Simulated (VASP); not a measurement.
Wanted: the native input for a VASP 6.6.1 run.

| Quantity | Value |
| --- | --- |
| Task | single point |
| Functional | LDA |
| Potentials or basis | VASP PAW LDA potentials, release 64 (Mo_sv, C) |
| Cutoff | 520 eV |
| k mesh | 9 × 9 × 1 |
| Occupations | gaussian, width 0.1 eV |
| Spin | no spin polarisation |
| Dipole correction | yes |
| Further INCAR settings | ALGO = Normal; EDIFF = 1e-06; NBANDS = 38 |

The structure of Mo4C lies in POSCAR:

```
Mo4C
1.0
    3.1111816891      0.0000000000      0.0000000000
    0.0000000000      3.1111816891      0.0000000000
    0.0000000000      0.0000000000     21.5098172784
Mo C
4 1
Direct
    0.5000000000      0.5000000000      0.1859615983
    0.0000000000      0.0000000000      0.2582816382
    0.5000000000      0.5000000000      0.3325055024
    0.0000000000      0.0000000000      0.3956248056
    0.3750000000      0.3750000000      0.4872108927
```

The input as run:

INCAR

```
SYSTEM = Mo4C
ALGO = Normal
DIPOL = 0.5 0.5 0.332
EDIFF = 1E-6
ENCUT = 520
GGA = CA
IDIPOL = 3
ISIF = 2
ISMEAR = 0
LASPH = .TRUE.
LCHARG = .FALSE.
LDIPOL = .TRUE.
LREAL = .FALSE.
LWAVE = .FALSE.
NBANDS = 38
NELM = 60
PREC = Accurate
SIGMA = 0.1
```

KPOINTS

```
k-points
0
G
  9 9 1
  0 0 0
```

Potentials or basis: VASP PAW LDA potentials, release 64 (Mo_sv, C).

The run is started by

```bash
$ cat potpaw_LDA.64/Mo_sv/POTCAR potpaw_LDA.64/C/POTCAR > POTCAR
$ mpirun -np 1 vasp_std > vasp.out
```

Results of the run:

| Item | Value |
| --- | --- |
| Largest force | 4.072 eV/Å |
| Band gap on the k mesh | zero (bands 30 and 31 overlap by 1.35 eV) |

Wall time 9 min on 1 thread of AMD EPYC 7R13, on a shared host, peak memory 0.3 GiB.
